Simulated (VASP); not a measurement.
**Na3OF: single point with PBE**

Na3OF:

```
F O Na
1.0
     4.40727    0.00000    0.00000
     0.00000    4.40727    0.00000
     0.00000    0.00000    4.40727
F O Na
1 1 3
Direct
  0.00000 0.00000 0.00000
  0.50000 0.50000 0.50000
  0.50000 0.50000 0.00000
  0.50000 0.00000 0.50000
  0.00000 0.50000 0.50000
```

- Program: VASP 6.6.1
- Task: single point
- Functional: PBE
- Potentials or basis: VASP PAW PBE potentials, release 64 (F, O, Na_pv)
- Cutoff: 520 eV
- k mesh: 6 × 6 × 6
- Occupations: gaussian, width 0.01 eV
- Spin: no spin polarisation

| Property | Result |
| --- | --- |
| Pressure | 0.1 GPa |
| Band gap on the k mesh | 1.93 eV |

Levels at points of the mesh, in eV from the valence-band top:
| k point | band 13 | band 14 | band 15 | band 16 | band 17 | band 18 | band 19 | band 20 | band 21 | band 22 |
| --- | --- | --- | --- | --- | --- | --- | --- | --- | --- | --- |
| (0.00, 0.00, 0.00) | -2.14 | -2.14 | 0.00 | 0.00 | 0.00 | 1.93 | 7.60 | 7.60 | 9.92 | 9.92 |
| (0.50, 0.00, 0.00) | -2.10 | -2.10 | -0.77 | -0.04 | -0.04 | 4.52 | 4.68 | 8.59 | 9.83 | 9.83 |
| (0.50, 0.50, 0.00) | -2.43 | -2.09 | -0.45 | -0.45 | -0.03 | 5.23 | 6.53 | 6.53 | 6.71 | 10.03 |
| (0.50, 0.50, 0.50) | -2.28 | -2.28 | -0.57 | -0.57 | -0.57 | 6.69 | 6.69 | 6.69 | 8.35 | 8.35 |

It took 14 s on 1 thread of Intel(R) Xeon(R) 6975P-C (Granite Rapids), with other jobs on the host, peak memory 0.21 GiB.

A k mesh can miss the band edges.
